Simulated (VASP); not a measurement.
Here is a VASP 6.6.1 calculation.

File INCAR:

```
PREC = Accurate
ENCUT = 520
EDIFF = 1E-6
ISMEAR = 0
SIGMA = 0.1
LREAL = False
LASPH = True
NELM = 80
ALGO = Normal
ISIF = 2
LWAVE = False
LCHARG = False
GGA = PE
NBANDS = 13
```

The input KPOINTS:

```
Automatic mesh
0
Gamma
  6 6 4
```

File POSCAR:

```
S
1.0
    3.2464329000      0.0000000000      0.0000000000
   -1.6232164500      2.8114933600      0.0000000000
    0.0000000000      0.0000000000      6.6718585600
S
2
Direct
    0.6666666700      0.3333333300      0.4308889100
    0.3333333300      0.6666666700      0.5691110900
```

Potentials or basis: VASP PAW PBE potentials, release 64 (S).

The run is started by

```console
$ cat potpaw_PBE.64/S/POTCAR > POTCAR
$ mpirun -np 1 vasp_std > vasp.out
```

(1) Predict the pressure.

(2) Predict the largest force.

Answers

(1) 13.6 GPa.

(2) 1.476 eV/Å.

Caveat: the k points lie up to 0.37 Å⁻¹ apart; forces of over 1 eV/Å act on the atoms, so gaps and moduli don't describe the material at rest.
